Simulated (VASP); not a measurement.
SnTe:

```
Sn Te
1.0
     0.00000    2.95042    2.95042
     2.95042    0.00000    2.95042
     2.95042    2.95042    0.00000
Sn Te
1 1
Direct
  0.00000 0.00000 0.00000
  0.50000 0.50000 0.50000
```

| Item | Value |
| --- | --- |
| Program | VASP 6.6.1 |
| Task | relaxation of cell and atoms |
| Functional | PBE |
| Potentials or basis | VASP PAW PBE potentials, release 64 (Sn_d, Te) |
| Cutoff | 600 eV |
| k mesh | 6 × 6 × 6 |
| Occupations | fermi-dirac, width 0.02 eV |
| Spin | no spin polarisation |

At the start: pressure 16.7 GPa; volume 25.68 Å³/atom.

Q: Where does the relaxation end?

A: Over 3 steps the energy falls by 313.1 meV/atom and the volume is 32.94 Å³/atom (+28.3 %); space group Fm-3m (No. 225, to 0.1 Å) before and after.

Step by step:
| step | energy change (eV) | largest force (eV/Å) | pressure (GPa) | volume (Å³) |
| --- | --- | --- | --- | --- |
| 1 | 0.0000 | 0.0000 | 16.73 | 51.37 |
| 2 | -0.5241 | 0.0000 | -3.65 | 73.99 |
| 3 | -0.6262 | 0.0000 | 0.01 | 65.89 |

Final structure:
```
CELL_PARAMETERS angstrom
0.00000 3.20568 3.20568
3.20568 0.00000 3.20568
3.20568 3.20568 0.00000
ATOMIC_POSITIONS crystal
Sn 0.00000 0.00000 0.00000
Te 0.50000 0.50000 0.50000
```

Caveat: the volume moved by over 15 % at a fixed basis, so the end points are rough.
